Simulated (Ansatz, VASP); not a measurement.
ZrTi2: VASP beside Ansatz

```xyz
3
Lattice="4.7244 0.0000 0.0000 -2.3622 4.0915 0.0000 0.0000 0.0000 3.0034" Properties=species:S:1:pos:R:3 pbc="T T T"
Zr    0.0000    0.0000    0.0000
Ti    2.3622    0.7910    1.5017
Ti    0.0000    3.3004    1.5017
```

Change from the starting cell: shortest bond scaled by 0.58, LAPW.

Alike in both runs: task single point; functional PBEsol; k mesh 7 × 7 × 10; occupations fermi-dirac, width 0.05 eV; no spin polarisation.

|  | VASP | Ansatz |
| --- | --- | --- |
| version | VASP 6.6.1 | Ansatz 0.2.0 |
| potentials or method | VASP PAW PBE potentials, release 64 (Zr_sv, Ti_sv), cutoff 520 eV | all-electron LAPW, scalar-relativistic |

VASP gave:

```
pressure (GPa)                                                : 40.2
traceless stress, the component that is largest in VASP (GPa) : 62.10
rms of the force components (eV/Å)                            : 12.901
```

Q: What did Ansatz give for the same quantities?

A: Pressure (GPa): 33.9; traceless stress, the component that is largest in VASP (GPa): 48.33; rms of the force components (eV/Å): 10.862.

VASP's potentials were made for PBE, not for PBEsol. Atom by atom the forces differ by 2.039 eV/Å (rms over components). The pressures are high and differ by over a tenth, so treat them with care. Ansatz ran all-electron here, and VASP with PAW potentials.
